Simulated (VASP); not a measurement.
F, 4 atoms in the cell. Symmetry: C2/c, No. 15, monoclinic system. Conventional cell: a = 5.910 Å, b = 3.512 Å, c = 6.714 Å, α = 90.00°, β = 97.06°, γ = 90.00°. F (site symmetry 1) has 1 F at 1.38 Å within 1.8 Å. 

| Item | Value |
| --- | --- |
| Program | VASP 6.6.1 |
| Task | single point |
| Functional | PBEsol |
| Potentials or basis | VASP PAW PBE potentials, release 64 (F) |
| Cutoff | 520 eV |
| k mesh | 9 × 9 × 4 |
| Occupations | fermi-dirac, width 0.05 eV |
| Spin | no spin polarisation |
| Dipole correction | no |
| Further INCAR settings | ALGO = Normal; EDIFF = 1e-06; NBANDS = 22 |

Potentials or basis: VASP PAW PBE potentials, release 64 (F).

The run is started by

```console
$ cat potpaw_PBE.64/F/POTCAR > POTCAR
$ mpirun -np 1 vasp_std > vasp.out
```

Hardware: 1 thread of AMD EPYC 9R45 96-Core Processor (Zen 5), with other jobs on the host.

**Question.** How long does it take, and how much memory?

**Answer.** Wall time 56 s on 1 thread of AMD EPYC 9R45 96-Core Processor (Zen 5), on a shared host, peak memory 0.21 GiB. Counts: scf iterations 12, k points 95.
